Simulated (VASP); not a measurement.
A run of VASP 6.6.1 is set up as follows.

Contents of POSCAR:

```
Sb
1.0
    2.1542000000      1.2437279499      3.7580000000
   -2.1542000000      1.2437279499      3.7580000000
    0.0000000000     -2.4874558998      3.7580000000
Sb
2
Direct
    0.7665100000      0.7665100000      0.7665100000
    0.2334900000      0.2334900000      0.2334900000
```

Contents of INCAR.step1:

```
  ALGO = Normal
  EDIFF = 1E-5
  ENCUT = 520
  GGA = PE
  ISIF = 2
  ISMEAR = -1
  LASPH = True
  LCHARG = False
  LREAL = False
  LWAVE = True
  NBANDS = 12
  NELM = 80
  PREC = Accurate
  SIGMA = 0.05
```

Contents of INCAR.step2:

```
  AEXX = 0.25
  ALGO = Normal
  EDIFF = 1E-7
  ENCUT = 520
  GGA = PE
  ISIF = 2
  ISMEAR = -1
  ISTART = 1
  LASPH = True
  LCHARG = False
  LHFCALC = True
  LREAL = False
  LWAVE = False
  NBANDS = 12
  NELM = 80
  PREC = Accurate
  PRECFOCK = Normal
  SIGMA = 0.05
```

KPOINTS

```
k-points
0
Gamma
  4 4 4
```

Potentials or basis: VASP PAW PBE potentials, release 64 (Sb).

Run with:

```bash
$ cat potpaw_PBE.64/Sb/POTCAR > POTCAR
$ cp INCAR.step1 INCAR
$ mpirun -np 1 vasp_std > vasp.out
$ cp INCAR.step2 INCAR
$ mpirun -np 1 vasp_std > vasp.out
```

Question: What does it give for the pressure?

Answer: -0.4 GPa.

Question: Estimate the band gap on the k mesh.

Answer: 0.93 eV (least direct gap 1.05 eV).

Question: Predict the largest force.

Answer: 0.457 eV/Å.

Forces on the atoms (eV/Å):
```
Sb   0.000  0.000  0.457
Sb   0.000  0.000 -0.457
```

Caveat: the k points lie up to 0.44 Å⁻¹ apart; the PAW data sets were made with another functional, which shifts forces and pressure a little; spin-orbit coupling is left out, which moves the levels of the heavy elements. A k mesh can miss the band edges.
